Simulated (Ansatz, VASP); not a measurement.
**One calculation of Br, two programs**

Contents of INCAR:

```
  PREC = Accurate
  ENCUT = 520
  EDIFF = 1E-6
  ISMEAR = 0
  SIGMA = 0.15
  LREAL = False
  LASPH = True
  NELM = 100
  ALGO = Normal
  ISIF = 2
  LWAVE = False
  LCHARG = False
  NBANDS = 10
```

File KPOINTS:

```
regular mesh
0
Gamma
  22 22 22
```

Contents of POSCAR:

```
Br
1.0
   -1.2867684050      1.7199972000      3.5779911600
    1.2867684050     -1.7199972000      3.5779911600
    1.2867684050      1.7199972000     -3.5779911600
Br
1
Direct
    0.0000000000      0.0000000000      0.0000000000
```

Input for Ansatz:

```yaml
crystal:
  lattice:
    - [-1.286768405, 1.7199972, 3.57799116]
    - [1.286768405, -1.7199972, 3.57799116]
    - [1.286768405, 1.7199972, -3.57799116]
  atoms:
    - { symbol: Br, position: [0.0, 0.0, 0.0] }
basis:
  ecutwfc: 420
kpoints:
  mp_grid: { grid: [22, 22, 22] }
hamiltonian:
  xc: lda
scf:
  occupations: { method: gaussian, width: 0.15 }
output:
  forces: true
  stress: true
  eigenvalues: true
```

Alike in both runs: task single point; functional LDA; k mesh 22 × 22 × 22; occupations gaussian, width 0.15 eV; no spin polarisation.

|  | VASP | Ansatz |
| --- | --- | --- |
| version | VASP 6.6.1 | Ansatz 0.2.0 |
| potentials or method | VASP PAW LDA potentials, release 64 (Br), cutoff 520 eV | scalar-relativistic, plane waves, PAW |
| valence electrons in the cell | 7 | 7 |

Ansatz gave:

| Property | Result |
| --- | --- |
| gap on the k mesh at the Fermi level (eV) | none |
| pressure (GPa) | -2.3 |
| traceless stress, the component that is largest in VASP (GPa) | -1.76 |

Q: What did VASP give for the same quantities?

A: gap on the k mesh at the Fermi level (eV): none; pressure (GPa): -2.3; traceless stress, the component that is largest in VASP (GPa): -1.63.

LDA's correlation is that of Perdew and Zunger in VASP and of Perdew and Wang (1992) in Ansatz. A gap of «none» marks a metal or a gap that the smearing closes.
